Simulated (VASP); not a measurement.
# SiO2 (P4_12_12) in VASP: a series of runs, part 2 of 2

VASP 6.6.1. The steps go on from the part before.

## Step 3: Relaxation of the atoms, PBE

Input file INCAR:

```
PREC = Accurate
ENCUT = 520
EDIFF = 1E-6
ISMEAR = -1
SIGMA = 0.02
LREAL = False
LASPH = True
NELM = 80
ALGO = Normal
ISIF = 2
LWAVE = False
LCHARG = False
GGA = PE
IBRION = 2
NSW = 80
EDIFFG = -0.02
```

Input file KPOINTS:

```
regular mesh
0
Gamma
  5 5 4
```

Input file POSCAR:

```
SiO2
1.0
    4.8757000000      0.0000000000      0.0000000000
    0.0000000000      4.8757000000      0.0000000000
    0.0000000000      0.0000000000      6.7163000000
Si O
4 8
Direct
    0.3125000000      0.3125000000      0.0000000000
    0.1875000000      0.8125000000      0.2500000000
    0.6875000000      0.6875000000      0.5000000000
    0.8125000000      0.1875000000      0.7500000000
    0.2356000000      0.1269000000      0.1904000000
    0.3731000000      0.7356000000      0.4404000000
    0.7644000000      0.8731000000      0.6904000000
    0.6269000000      0.2644000000      0.9404000000
    0.7356000000      0.3731000000      0.5596000000
    0.8731000000      0.7644000000      0.3096000000
    0.2644000000      0.6269000000      0.0596000000
    0.1269000000      0.2356000000      0.8096000000
```

Potentials or basis: VASP PAW PBE potentials, release 64 (Si, O).

Run with:

```sh
$ cat potpaw_PBE.64/Si/POTCAR potpaw_PBE.64/O/POTCAR > POTCAR
$ mpirun -np 1 vasp_std > vasp.out
```

OUTCAR:

```text
PREC = Accurate
   ENCUT = 520
   EDIFF = 1E-6
   ISMEAR = -1
   LREAL = False
   LASPH = True
   NELM = 80
   ISIF = 2
   GGA = PE
   IBRION = 2
   NSW = 80
   EDIFFG = -0.02

 ion  position               nearest neighbor table
   1  0.312  0.312  0.000-   8 1.60  11 1.60   5 1.61  12 1.61   2 3.02   4 3.02   2 3.02   4 3.02

   2  0.188  0.812  0.250-   5 1.60  10 1.60   6 1.61  11 1.61   1 3.02   3 3.02   1 3.02   3 3.02

   3  0.688  0.688  0.500-   6 1.60   9 1.60   7 1.61  10 1.61   2 3.02   4 3.02   4 3.02   2 3.02

   4  0.812  0.188  0.750-   7 1.60  12 1.60   9 1.61   8 1.61   1 3.02   3 3.02   3 3.02   1 3.02

   5  0.236  0.127  0.190-   2 1.60   1 1.61
   6  0.373  0.736  0.440-   3 1.60   2 1.61
   7  0.764  0.873  0.690-   4 1.60   3 1.61
   8  0.627  0.264  0.940-   1 1.60   4 1.61
   9  0.736  0.373  0.560-   3 1.60   4 1.61
  10  0.873  0.764  0.310-   2 1.60   3 1.61
  11  0.264  0.627  0.060-   1 1.60   2 1.61
  12  0.127  0.236  0.810-   4 1.60   1 1.61

  LATTYP: Found a simple tetragonal cell.
 ALAT       =     4.8757000000
 C/A-ratio  =     1.3775047685

  Lattice vectors:

 A1 = (   4.8757000000,   0.0000000000,   0.0000000000)
 A2 = (   0.0000000000,   4.8757000000,   0.0000000000)
 A3 = (   0.0000000000,   0.0000000000,   6.7163000000)

Analysis of symmetry for initial positions (statically):
=====================================================================
 Subroutine PRICEL returns:
 Original cell was already a primitive cell.

 Routine SETGRP: Setting up the symmetry group for a
 simple tetragonal supercell.

 Subroutine GETGRP returns: Found  8 space group operations
 (whereof  2 operations were pure point group operations)
 out of a pool of 16 trial point group operations.

The static configuration has the point symmetry C_2 .
 The point group associated with its full space group is D_4 .

Analysis of symmetry for dynamics (positions and initial velocities):
=====================================================================
 Subroutine PRICEL returns:
 Original cell was already a primitive cell.
[... 144 lines left out ...]
  Fermi-wavevector in a.u.,A,eV,Ry     =   1.207073  2.281037 19.824026  1.457025
  Thomas-Fermi vector in A             =   2.342721
   LORBIT       =      0    0 simple, 1 ext, 2 COOP (PROOUT), +10 PAW based schemes
   GGA     = PE    functional components
   LHFCALC =     F    Hartree Fock is set to
   AEXX    =    0.0000 exact exchange contribution
   IVDW    =     0    specifies the selected vdW correction
   LEPSILON=     F    determine dielectric tensor
   LRPA    =     F    only Hartree local field effects (RPA)
 conjugate gradient relaxation of ions
 non-spin polarized calculation
  energy-cutoff  :      520.00
  volume of cell :      159.66
 maximum number of plane-waves:      4315
   NGX = 19   NGY = 19   NGZ = 25

--------------------------------------- Ionic step        1  -------------------------------------------

 number of electron      63.9999942 magnetization

 Free energy of the ion-electron system (eV)
  ---------------------------------------------------
  ext. energy  EPLUGINS =         0.00000000
  ---------------------------------------------------
  free energy    TOTEN  =       -94.62259445 eV

  energy without entropy =      -94.62259445  energy(sigma->0) =      -94.62259445

------------------------ aborting loop because EDIFF is reached ----------------------------------------

  FORCE on cell =-STRESS in cart. coord.  units (eV):
  Direction    XX          YY          ZZ          XY          YZ          ZX
  --------------------------------------------------------------------------------------
  -------------------------------------------------------------------------------------
  Total        8.9449185      8.9449185      8.1238789      0.0000000      0.0000000      0.0000000
  in kB       89.7600182     89.7600182     81.5210909      0.0000000      0.0000000      0.0000000
  external PRESSURE =      87.0137091 kB  Pullay stress =       0.0000000 kB
[... 119 lines left out ...]
  FREE ENERGIE OF THE ION-ELECTRON SYSTEM (eV)
  ---------------------------------------------------
  free  energy   TOTEN  =       -94.6703648957 eV

  energy  without entropy=      -94.6703648957  energy(sigma->0) =      -94.67036490

[... ionic steps 4 to 13 ...]

--------------------------------------- Ionic step       14  -------------------------------------------

 number of electron      64.0000017 magnetization

------------------------ aborting loop because EDIFF is reached ----------------------------------------
[... 87 lines left out ...]
--------------------------------------- Ionic step       16  -------------------------------------------

 number of electron      64.0000015 magnetization

 Free energy of the ion-electron system (eV)
  ---------------------------------------------------
  ext. energy  EPLUGINS =         0.00000000
  ---------------------------------------------------
  free energy    TOTEN  =       -94.73203268 eV

  energy without entropy =      -94.73203268  energy(sigma->0) =      -94.73203268

 E-fermi :   1.1203     XC(G=0):  -8.8977

 val. band max:        0.6759039593   @ k =   0.0000   0.0000   0.0000
 cond. band min:       6.3907114831   @ k =   0.0000   0.0000   0.0000
 fundamental gap:      5.7148075238
 Fermi energy:         1.1202583510

 k-point     1 :       0.0000    0.0000    0.0000
  band No.  band energies     occupation
      1     -18.7510      2.00000
      2     -17.8187      2.00000
      3     -17.8187      2.00000
      4     -16.6840      2.00000
      5     -16.5986      2.00000
      6     -16.5986      2.00000
[... 784 lines left out ...]
  FREE ENERGIE OF THE ION-ELECTRON SYSTEM (eV)
  ---------------------------------------------------
  free  energy   TOTEN  =       -94.7320326828 eV

  energy  without entropy=      -94.7320326828  energy(sigma->0) =      -94.73203268

 reached required accuracy - stopping structural energy minimisation
```

It took 12 min on 1 thread of Oxide Virtual Turin-like, shared host; peak memory 0.24 GiB.

What came out:

* Free energy: -94.7320 eV
* Energy gained by relaxing: 9.1 meV/atom
* Ionic steps: 16
* Pressure after relaxing: 2.8 GPa
* Largest force after relaxing: 0.009 eV/Å
* Band gap on the k mesh: 5.71 eV

Forces in eV/Å, atoms in the order of the input:
```
Si   0.006  0.006  0.000
Si  -0.006  0.006  0.000
Si  -0.006 -0.006  0.000
Si   0.006 -0.006  0.000
O   -0.005 -0.002  0.002
O    0.002 -0.005  0.002
O    0.005  0.002  0.002
O   -0.002  0.005  0.002
O   -0.005  0.002 -0.002
O    0.002  0.005 -0.002
O    0.005 -0.002 -0.002
O   -0.002 -0.005 -0.002
```

Step by step:
```csv
step,energy change (eV),largest force (eV/Å),pressure (GPa)
1,0.0000,0.4997,8.70
2,-0.0472,0.6372,6.44
3,-0.0478,0.5562,6.64
4,-0.0801,0.3742,5.30
5,-0.0928,0.1919,3.91
6,-0.0928,0.1842,3.83
7,-0.0957,0.1418,3.81
8,-0.1020,0.1295,3.73
9,-0.1038,0.2432,3.56
10,-0.1048,0.1794,3.63
11,-0.1068,0.1064,3.56
12,-0.1078,0.0670,3.47
13,-0.1078,0.0629,3.48
14,-0.1081,0.0567,3.41
15,-0.1088,0.0388,3.22
16,-0.1094,0.0088,2.84
```

Final structure:
```
Si O
1.0
     4.87570    0.00000    0.00000
     0.00000    4.87570    0.00000
     0.00000    0.00000    6.71630
Si O
4 8
Direct
  0.31595 0.31595 0.00000
  0.18405 0.81595 0.25000
  0.68405 0.68405 0.50000
  0.81595 0.18405 0.75000
  0.23232 0.13683 0.19510
  0.36317 0.73232 0.44510
  0.76768 0.86317 0.69510
  0.63683 0.26768 0.94510
  0.73232 0.36317 0.55490
  0.86317 0.76768 0.30490
  0.26768 0.63683 0.05490
  0.13683 0.23232 0.80490
```

Caveat: an odd mesh through Γ misses points on the zone boundary, where band edges can lie.
